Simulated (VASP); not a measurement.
The system is KBaI3.

```
K Ba I
1.0
     6.71919    0.00000    0.00000
     0.00000    6.71919    0.00000
     0.00000    0.00000    6.71919
K Ba I
1 1 3
Cartesian
  0.0000 0.0000 0.0000
  3.3596 3.3596 3.3596
  3.3596 3.3596 0.0000
  3.3596 0.0000 3.3596
  0.0000 3.3596 3.3596
```

Base run:

| Item | Value |
| --- | --- |
| Program | VASP 6.6.1 |
| Functional | PBE |
| Potentials or basis | VASP PAW PBE potentials, release 64 (K_sv, Ba_sv, I) |
| Cutoff | 500 eV |
| k mesh | 4 × 4 × 4 |
| Occupations | fermi-dirac, width 0.02 eV |
| Spin | no spin polarisation |

Its results: band gap on the k mesh 3.09 eV (least direct gap 3.27 eV); pressure 0.2 GPa.

Question: The run is repeated on the same cell with these changes: functional from PBE to r2SCAN; cutoff from 500 eV to 550 eV; occupations from fermi-dirac, width 0.02 eV to gaussian, width 0.01 eV. What comes out?

Answer: Band gap on the k mesh 3.76 eV (least direct gap 3.94 eV); pressure 0.1 GPa.

Caveats: spin-orbit coupling is left out, which moves the levels of the heavy elements; the PAW data sets were made with another functional, which shifts forces and pressure a little (at least some runs).

A k mesh can miss the band edges.
